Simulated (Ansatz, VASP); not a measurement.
## Li2Se: VASP beside Ansatz

Contents of INCAR:

```
ALGO = Normal
EDIFF = 1E-6
ENCUT = 750
GGA = PE
GGA_COMPAT = F
ISIF = 2
ISMEAR = 0
LASPH = T
LCHARG = T
LELF = T
LREAL = F
LVHAR = T
LWAVE = F
NBANDS = 13
NELM = 120
PREC = Accurate
SIGMA = 0.02
```

Contents of KPOINTS:

```
k-points
0
Gamma
  8 8 8
```

POSCAR

```
Li2Se
1.0
    0.0000000000      2.9095789553      2.9095789553
    2.9095789553      0.0000000000      2.9095789553
    2.9095789553      2.9095789553      0.0000000000
Li Se
2 1
Direct
    0.2500000000      0.2500000000      0.2500000000
    0.7500000000      0.7500000000      0.7500000000
    0.0000000000      0.0000000000      0.0000000000
```

Input for Ansatz:

```yaml
crystal:
  lattice:
    - [0.0, 2.9095789553, 2.9095789553]
    - [2.9095789553, 0.0, 2.9095789553]
    - [2.9095789553, 2.9095789553, 0.0]
  atoms:
    - { symbol: Li, position: [0.25, 0.25, 0.25] }
    - { symbol: Li, position: [0.75, 0.75, 0.75] }
    - { symbol: Se, position: [0.0, 0.0, 0.0] }
basis:
  ecutwfc: 420
kpoints:
  mp_grid: { grid: [8, 8, 8] }
hamiltonian:
  xc: pbe
scf:
  occupations: { method: gaussian, width: 0.02 }
output:
  forces: true
  stress: true
  eigenvalues: true
```

Alike in both runs: task single point; functional PBE; k mesh 8 × 8 × 8; occupations gaussian, width 0.02 eV; no spin polarisation.

|  | VASP | Ansatz |
| --- | --- | --- |
| version | VASP 6.6.1 | Ansatz 0.2.0 |
| potentials or method | VASP PAW PBE potentials, release 64 (Li_sv, Se), cutoff 750 eV | scalar-relativistic, plane waves, PAW |
| valence electrons in the cell | 12 | 22 |

|  | VASP | Ansatz | Ansatz less VASP |
| --- | --- | --- | --- |
| gap on the k mesh at the Fermi level (eV) | 2.89 | 2.89 | +0.007 |
| least direct gap on the mesh (eV) | 3.80 | 3.80 | -0.002 |
| pressure (GPa) | 3.8 | 3.8 | +0.07 |

VASP's potentials hold 12 valence electrons a cell and Ansatz's 22, so a difference there can come from the potentials and not from the codes.
